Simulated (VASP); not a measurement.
# Sn (I4_1/amd) in VASP: notebook

The runs below take Sn through single point, with PBEsol.

Program: VASP 6.6.1. These are calculated values, not measurements. Logs are shortened: lines on timing, memory, paths and dates and some standing lists are left out, and cuts for length are marked.

## Step 1: The cell of the first run

Symmetry: I4_1/amd, No. 141, tetragonal system. The conventional cell has a = 4.626 Å, b = 4.626 Å, c = 6.836 Å, α = 90.00°, β = 90.00°, γ = 90.00°. Sn (site symmetry -4m2) has 4 Sn at 2.88 Å within 3.8 Å.

## Step 2: Single point, PBEsol (strain +0.0450 x Voigt [1, 0, 0, 0, 0, 0])

INCAR

```
ALGO = Fast ; EDIFF = 1E-7
ENCUT = 520 ; GGA = PS
ISIF = 2 ; ISMEAR = 0
LASPH = True ; LCHARG = False
LREAL = False ; LWAVE = False
NBANDS = 21 ; NELM = 100
PREC = Accurate ; SIGMA = 0.15
```

KPOINTS

```
k-points
0
Gamma
  16 16 16
```

POSCAR

```
Sn
1.0
    0.0000000000      3.2707792804      3.2707792804
    3.4179643480      0.0000000000      3.2707792804
    3.4179643480      3.2707792804      0.0000000000
Sn
2
Direct
    0.5000000000      0.5000000000      0.5000000000
    0.7500000000      0.7500000000      0.7500000000
```

Potentials or basis: VASP PAW PBE potentials, release 64 (Sn_d).

Run with:

```
> cat potpaw_PBE.64/Sn_d/POTCAR > POTCAR
> mpirun -np 1 vasp_std > vasp.out
```

OUTCAR:

```text
EDIFF = 1E-7
   ENCUT = 520
   GGA = PS
   ISIF = 2
   ISMEAR = 0
   LASPH = True
   LREAL = False
   NELM = 100
   PREC = Accurate

 ion  position               nearest neighbor table
   1  0.500  0.500  0.500-   2 2.88   2 2.88   2 2.88   2 2.88
   2  0.750  0.750  0.750-   1 2.88   1 2.88   1 2.88   1 2.88

  LATTYP: Found a body centered tetragonal cell.
 ALAT       =     4.6255804179
 C/A-ratio  =     1.4778531727

  Lattice vectors:

 A1 = (   3.4179643480,   0.0000000000,   3.2707792804)
 A2 = (   3.4179643480,   0.0000000000,  -3.2707792804)
 A3 = (  -3.4179643480,   3.2707792804,   0.0000000000)

Analysis of symmetry for initial positions (statically):
=====================================================================
 Subroutine PRICEL returns:
 Original cell was already a primitive cell.

 Routine SETGRP: Setting up the symmetry group for a
 body centered tetragonal supercell.

 Subroutine GETGRP returns: Found 16 space group operations
 (whereof  8 operations were pure point group operations)
 out of a pool of 16 trial point group operations.

The static configuration has the point symmetry D_2d.
 The point group associated with its full space group is D_4h.

Analysis of symmetry for dynamics (positions and initial velocities):
=====================================================================
 Subroutine PRICEL returns:
 Original cell was already a primitive cell.

 Routine SETGRP: Setting up the symmetry group for a
 body centered tetragonal supercell.

 Subroutine GETGRP returns: Found 16 space group operations
 (whereof  8 operations were pure point group operations)
 out of a pool of 16 trial point group operations.

The dynamic configuration has the point symmetry D_2d.
 The point group associated with its full space group is D_4h.

 Subroutine INISYM returns: Found 16 space group operations
 (whereof  8 operations are pure point group operations),
 and found     1 'primitive' translations

----------------------------------------------------------------------------------------

                                     Primitive cell

  volume of cell :      73.1307

  direct lattice vectors                    reciprocal lattice vectors
     0.000000000  3.270779280  3.270779280    -0.146285903  0.152868768  0.152868768
     3.417964348  0.000000000  3.270779280     0.146285903 -0.152868768  0.152868768
     3.417964348  3.270779280  0.000000000     0.146285903  0.152868768 -0.152868768

  length of vectors
     4.625580418  4.730800924  4.730800924     0.261031197  0.261031197  0.261031197

  position of ions in fractional coordinates (direct lattice)
     0.500000000  0.500000000  0.500000000
     0.750000000  0.750000000  0.750000000

  ion indices of the primitive-cell ions
   primitive index   ion index
                 1           1
                 2           2

----------------------------------------------------------------------------------------

 KPOINTS: k-points

Automatic generation of k-mesh.
 Grid dimensions read from file:
 generate k-points for:   16   16   16

 Generating k-lattice:

  Cartesian coordinates                     Fractional coordinates (reciprocal lattice)
    -0.009142869  0.009554298  0.009554298     0.062500000 -0.000000000 -0.000000000
     0.009142869 -0.009554298  0.009554298     0.000000000  0.062500000  0.000000000
     0.009142869  0.009554298 -0.009554298     0.000000000  0.000000000  0.062500000

  Length of vectors
     0.016314450  0.016314450  0.016314450

  Shift w.r.t. Gamma in fractional coordinates (k-lattice)
     0.000000000  0.000000000  0.000000000

 Subroutine IBZKPT returns following result:
 ===========================================

 Found    349 irreducible k-points:

 Following reciprocal coordinates:
            Coordinates               Weight
  0.000000  0.000000  0.000000      1.000000
  0.062500 -0.000000 -0.000000      8.000000
  0.125000 -0.000000 -0.000000      8.000000
  0.187500 -0.000000 -0.000000      8.000000
  0.250000 -0.000000 -0.000000      8.000000
  0.312500  0.000000  0.000000      8.000000
[... 16 lines left out ...]
 -0.125000  0.062500  0.000000     16.000000
 -0.062500  0.062500  0.000000      8.000000
 [... further k-points ...]
   k-points           NKPTS =    349   k-points in BZ     NKDIM =    349   number of bands    NBANDS=     21
   number of dos      NEDOS =    301   number of ions     NIONS =      2
   total plane-waves  NPLWV =  46656
   dimension x,y,z NGX =    36 NGY =   36 NGZ =   36
   dimension x,y,z NGXF=    72 NGYF=   72 NGZF=   72
   ions per type =               2
   NGX,Y,Z   is equivalent  to a cutoff of  12.94, 12.65, 12.65 a.u.
   NGXF,Y,Z  is equivalent  to a cutoff of  25.88, 25.30, 25.30 a.u.
 SYSTEM =  unknown system
   PREC   = accura    normal or accurate (medium, high low for compatibility)
   ISTART =      0    job   : 0-new  1-cont  2-samecut
   ICHARG =      2    charge: 1-file 2-atom 10-const
   ISPIN  =      1    spin polarized calculation?
   LNONCOLLINEAR =      F non collinear calculations
   LSORBIT =      F    spin-orbit coupling
   LASPH  =      T    aspherical Exc in radial PAW
   ENCUT  =  520.0 eV  38.22 Ry    6.18 a.u.   8.60  8.80  8.80*2*pi/ulx,y,z
   NELM   =    100;   NELMIN=  2; NELMDL= -5     # of ELM steps
   EDIFF  = 0.1E-06   stopping-criterion for ELM
   LREAL  =      F    real-space projection
   EDIFFG = 0.1E-05   stopping-criterion for IOM
   NSW    =      0    number of steps for IOM
   IBRION =     -1    ionic relax: 0-MD 1-quasi-New 2-CG
   NFREE  =      0    steps in history (QN), initial steepest desc. (CG)
   ISIF   =      2    stress and relaxation
   ISYM   =      2    0-nonsym 1-usesym 2-fastsym
   POTIM  = 0.5000    time-step for ionic-motion
   TEBEG  =    0.0;   TEEND  =   0.0 temperature during run
   PSTRESS=    0.0 pullay stress
   NELECT =      28.0000    total number of electrons
   NUPDOWN=      -1.0000    fix difference up-down
   EMIN   =  10.00;   EMAX   =-10.00  energy-range for DOS
   EFERMI =   0.00;   METHOD = LEGACY
   ISMEAR =     0;   SIGMA  =   0.15  broadening in eV -4-tet -1-fermi 0-gaus
   EFERMI_NEDOS =   21; number of points for ismear=-14 and -15
   IALGO  =     68    algorithm
   IMIX   =      4    mixing-type and parameters
     AMIX     =   0.40;   BMIX     =  1.00
     AMIX_MAG =   1.60;   BMIX_MAG =  1.00
  volume/ion in A,a.u.               =      36.57       246.76
  Fermi-wavevector in a.u.,A,eV,Ry     =   1.188760  2.246431 19.227077  1.413150
  Thomas-Fermi vector in A             =   2.324882
   LORBIT       =      0    0 simple, 1 ext, 2 COOP (PROOUT), +10 PAW based schemes
   GGA     = PS    functional components
   LHFCALC =     F    Hartree Fock is set to
   AEXX    =    0.0000 exact exchange contribution
   IVDW    =     0    specifies the selected vdW correction
   LEPSILON=     F    determine dielectric tensor
   LRPA    =     F    only Hartree local field effects (RPA)
 non-spin polarized calculation
 RMM-DIIS sequential band-by-band and
 Gauss-broadening in eV      SIGMA  =   0.15
  energy-cutoff  :      520.00
  volume of cell :       73.13
 maximum number of plane-waves:      1998
   NGX = 17   NGY = 17   NGZ = 17

 number of electron      28.0000003 magnetization

 Free energy of the ion-electron system (eV)
  ---------------------------------------------------
  ext. energy  EPLUGINS =         0.00000000
  ---------------------------------------------------
  free energy    TOTEN  =        -8.43997333 eV

  energy without entropy =       -8.43843862  energy(sigma->0) =       -8.43920597

 E-fermi :   4.8066     XC(G=0):  -8.7744

 val. band max:        4.7885343389   @ k =   0.1875   0.0625   0.0625
 cond. band min:       4.8091893271   @ k =   0.3125   0.0000   0.0000
 fundamental gap:      0.0206549883
 Fermi energy:         4.8066007758

 k-point     1 :       0.0000    0.0000    0.0000
  band No.  band energies     occupation
      1     -16.6853      2.00000
      2     -16.6853      2.00000
      3     -16.6725      2.00000
      4     -16.6310      2.00000
      5     -16.6282      2.00000
      6     -16.3863      2.00000
[... 13 lines left out ...]
     20      12.2211      0.00000
     21      12.5488      0.00000

 k-point     2 :       0.0625   -0.0000   -0.0000
  band No.  band energies     occupation
      1     -16.6880      2.00000
      2     -16.6853      2.00000
      3     -16.6745      2.00000
      4     -16.6269      2.00000
      5     -16.6247      2.00000
      6     -16.3896      2.00000
[... 13 lines left out ...]
     20      11.8611      0.00000
     21      12.4708      0.00000

 k-point     3 :       0.1250   -0.0000   -0.0000
  band No.  band energies     occupation
      1     -16.6942      2.00000
      2     -16.6873      2.00000
      3     -16.6764      2.00000
      4     -16.6175      2.00000
      5     -16.6164      2.00000
      6     -16.3968      2.00000
[... 13 lines left out ...]
     20      11.5252      0.00000
     21      12.0114      0.00000

 k-point     4 :       0.1875   -0.0000   -0.0000
  band No.  band energies     occupation
      1     -16.7013      2.00000
      2     -16.6921      2.00000
      3     -16.6744      2.00000
      4     -16.6065      2.00000
      5     -16.6064      2.00000
      6     -16.4057      2.00000
[... 13 lines left out ...]
     20      11.4218      0.00000
     21      11.7276      0.00000

 k-point     5 :       0.2500   -0.0000   -0.0000
  band No.  band energies     occupation
      1     -16.7076      2.00000
      2     -16.6968      2.00000
      3     -16.6706      2.00000
      4     -16.5970      2.00000
      5     -16.5960      2.00000
      6     -16.4149      2.00000
[... 13 lines left out ...]
     20      11.5471      0.00000
     21      11.6683      0.00000
[... 382 lines left out ...]
     20      11.2877      0.00000
     21      12.1998      0.00000

 k-point    22 :      -0.1875    0.0625    0.0000
  band No.  band energies     occupation
      1     -16.7035      2.00000
      2     -16.6980      2.00000
      3     -16.6728      2.00000
      4     -16.6040      2.00000
      5     -16.5959      2.00000
      6     -16.4179      2.00000
[... 13 lines left out ...]
     20      11.2029      0.00000
     21      11.8398      0.00000

 k-point    23 :      -0.1250    0.0625    0.0000
  band No.  band energies     occupation
      1     -16.6962      2.00000
      2     -16.6929      2.00000
      3     -16.6765      2.00000
      4     -16.6132      2.00000
      5     -16.6075      2.00000
      6     -16.4086      2.00000
[... 13 lines left out ...]
     20      11.1675      0.00000
     21      11.7894      0.00000

 k-point    24 :      -0.0625    0.0625    0.0000
  band No.  band energies     occupation
      1     -16.6894      2.00000
      2     -16.6892      2.00000
      3     -16.6769      2.00000
      4     -16.6212      2.00000
      5     -16.6186      2.00000
      6     -16.3988      2.00000
[... 13 lines left out ...]
     20      11.4346      0.00000
     21      12.1351      0.00000

 [... further k-points ...]

------------------------ aborting loop because EDIFF is reached ----------------------------------------

  FORCE on cell =-STRESS in cart. coord.  units (eV):
  Direction    XX          YY          ZZ          XY          YZ          ZX
  --------------------------------------------------------------------------------------
  -------------------------------------------------------------------------------------
  Total       -1.2233166     -0.5820109     -0.5820109      0.0000000      0.0000000     -0.0000000
  in kB      -26.8009041    -12.7509262    -12.7509262      0.0000000      0.0000000     -0.0000000
  external PRESSURE =     -17.4342522 kB  Pullay stress =       0.0000000 kB

 VOLUME and BASIS-vectors are now :
 -----------------------------------------------------------------------------
  energy-cutoff  :      520.00
  volume of cell :       73.13
      direct lattice vectors                 reciprocal lattice vectors
     0.000000000  3.270779280  3.270779280    -0.146285903  0.152868768  0.152868768
     3.417964348  0.000000000  3.270779280     0.146285903 -0.152868768  0.152868768
     3.417964348  3.270779280  0.000000000     0.146285903  0.152868768 -0.152868768

 POSITION                                       TOTAL-FORCE (eV/Angst)
 -----------------------------------------------------------------------------------
      3.41796      3.27078      3.27078        -0.000000      0.000000      0.000000
      5.12695      4.90617      4.90617         0.000000     -0.000000     -0.000000
 -----------------------------------------------------------------------------------
    total drift:                                0.000000      0.000000      0.000000

  FREE ENERGIE OF THE ION-ELECTRON SYSTEM (eV)
  ---------------------------------------------------
  free  energy   TOTEN  =        -8.4399733251 eV

  energy  without entropy=       -8.4384386170  energy(sigma->0) =       -8.43920597
```

Run time: 3.4 min. Hardware: 1 thread of Intel Xeon 6975P-C (Granite Rapids), shared host; peak memory 0.52 GiB.

What came out:

```
Free energy            : -8.4400 eV
Pressure               : -1.7 GPa
Band gap on the k mesh : zero (band 14 reaches 4.98 eV, above the bottom of band 15 at 4.59 eV)
```

Levels at points of the mesh, in eV from the Fermi level:
```
           k point  band 12  band 13  band 14  band 15  band 16  band 17
(0.00, 0.00, 0.00)    -1.18    -0.11     0.17     0.17     2.08     2.08
(0.50, 0.00, 0.00)    -6.09    -1.18    -0.88    -0.22     3.11     3.26
(0.50, 0.50, 0.00)    -7.27    -2.33    -2.33     0.74     0.74     7.21
(0.00, 0.50, 0.50)    -7.42    -2.11    -2.11     0.99     0.99     7.22
```

Caveat: the cell differs from its parent crystal (strain +0.0450 x Voigt [1, 0, 0, 0, 0, 0]); the PAW data sets were made with another functional, which shifts forces and pressure a little; spin-orbit coupling is left out, which moves the levels of the heavy elements.

## Step 3: Single point, PBEsol (strain +0.0525 x Voigt [1, 0, 0, 0, 0, 0])

INCAR

```
SYSTEM = Sn
PREC = Accurate ; ENCUT = 520
EDIFF = 1E-6 ; ISMEAR = 0
SIGMA = 0.15 ; LREAL = .False.
LASPH = .True. ; NELM = 100
ALGO = Fast ; ISIF = 2
LWAVE = .False. ; LCHARG = .True.
GGA = PS ; LELF = .True.
LVHAR = .True. ; NBANDS = 21
```

KPOINTS

```
regular mesh
0
Gamma
  16 16 16
  0 0 0
```

POSCAR

```
Sn
1.0
    0.0000000000      3.2707792804      3.2707792804
    3.4424951926      0.0000000000      3.2707792804
    3.4424951926      3.2707792804      0.0000000000
Sn
2
Direct
    0.5000000000      0.5000000000      0.5000000000
    0.7500000000      0.7500000000      0.7500000000
```

Potentials or basis: VASP PAW PBE potentials, release 64 (Sn_d).

Run with:

```
> cat potpaw_PBE.64/Sn_d/POTCAR > POTCAR
> mpirun -np 1 vasp_std > vasp.out
```

OUTCAR:

```text
SYSTEM = Sn
   PREC = Accurate
   ENCUT = 520
   EDIFF = 1E-6
   ISMEAR = 0
   LREAL = .False.
   LASPH = .True.
   NELM = 100
   ISIF = 2
   GGA = PS

 ion  position               nearest neighbor table
   1  0.500  0.500  0.500-   2 2.88   2 2.88   2 2.88   2 2.88
   2  0.750  0.750  0.750-   1 2.88   1 2.88   1 2.88   1 2.88

  LATTYP: Found a body centered tetragonal cell.
 ALAT       =     4.6255804179
 C/A-ratio  =     1.4884597744

  Lattice vectors:

[... 767 lines left out ...]

  FORCE on cell =-STRESS in cart. coord.  units (eV):
  Direction    XX          YY          ZZ          XY          YZ          ZX
  --------------------------------------------------------------------------------------
  -------------------------------------------------------------------------------------
  Total       -1.4297088     -0.6766357     -0.6766357     -0.0000000      0.0000000      0.0000000
  in kB      -31.0994252    -14.7183686    -14.7183686     -0.0000000      0.0000000      0.0000000
  external PRESSURE =     -20.1787208 kB  Pullay stress =       0.0000000 kB

 VOLUME and BASIS-vectors are now :
 -----------------------------------------------------------------------------
  energy-cutoff  :      520.00
  volume of cell :       73.66
      direct lattice vectors                 reciprocal lattice vectors
     0.000000000  3.270779280  3.270779280    -0.145243485  0.152868768  0.152868768
     3.442495193  0.000000000  3.270779280     0.145243485 -0.152868768  0.152868768
     3.442495193  3.270779280  0.000000000     0.145243485  0.152868768 -0.152868768

 POSITION                                       TOTAL-FORCE (eV/Angst)
 -----------------------------------------------------------------------------------
      3.44250      3.27078      3.27078         0.000000     -0.000000     -0.000000
      5.16374      4.90617      4.90617        -0.000000      0.000000      0.000000
 -----------------------------------------------------------------------------------
    total drift:                                0.000000      0.000000      0.000000

  FREE ENERGIE OF THE ION-ELECTRON SYSTEM (eV)
  ---------------------------------------------------
  free  energy   TOTEN  =        -8.4307295611 eV

  energy  without entropy=       -8.4291490527  energy(sigma->0) =       -8.42993931
```

Run time: 2.9 min. Hardware: 1 thread of Intel Xeon 6975P-C (Granite Rapids), shared host; peak memory 0.52 GiB.

Results:

| Item | Value |
| --- | --- |
| Free energy | -8.4307 eV |
| Pressure | -2.0 GPa |
| Band gap on the k mesh | zero (band 14 reaches 4.93 eV, above the bottom of band 15 at 4.50 eV) |

Caveat: the cell differs from its parent crystal (strain +0.0525 x Voigt [1, 0, 0, 0, 0, 0]); the PAW data sets were made with another functional, which shifts forces and pressure a little; spin-orbit coupling is left out, which moves the levels of the heavy elements.
